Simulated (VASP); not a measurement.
Input of a VASP 6.6.1 run:

Contents of INCAR:

```
SYSTEM = MgO
  ALGO = Normal
  EDIFF = 1E-6
  ENCUT = 520
  GGA = CA
  ISIF = 2
  ISMEAR = 0
  LASPH = .TRUE.
  LCHARG = .TRUE.
  LELF = .TRUE.
  LREAL = .FALSE.
  LVHAR = .TRUE.
  LWAVE = .FALSE.
  NBANDS = 11
  NELM = 60
  PREC = Accurate
  SIGMA = 0.05
```

The input KPOINTS:

```
k-points
0
G
  9 9 8
  0 0 0
```

The input POSCAR:

```
MgO
1.0
    2.9380209034      0.0000000000      0.0000000000
   -1.4690104517      2.5444007392      0.0000000000
    0.0000000000      0.0000000000      2.6796800000
Mg O
1 1
Direct
    0.0000000000      0.0000000000      0.0000000000
    0.3333333333      0.6666666667      0.5746357774
```

Potentials or basis: VASP PAW LDA potentials, release 64 (Mg, O).

Run with:

```console
$ cat potpaw_LDA.64/Mg/POTCAR potpaw_LDA.64/O/POTCAR > POTCAR
$ mpirun -np 1 vasp_std > vasp.out
```

What does it give for the largest force?

0.601 eV/Å.

Estimate the band gap on the k mesh.

2.89 eV, indirect (least direct gap 3.36 eV).

Estimate the pressure.

-7.5 GPa.

Stress tensor (GPa, compression positive):
```
-7.39  0.00  0.00
 0.00 -7.39  0.00
 0.00  0.00 -7.82
```

Caveat: the cell differs from its parent crystal (all O atoms moved -0.200 Å, as atom 2 towards its neighbour atom 2 (O) at 2.680 Å). A k mesh can miss the band edges.
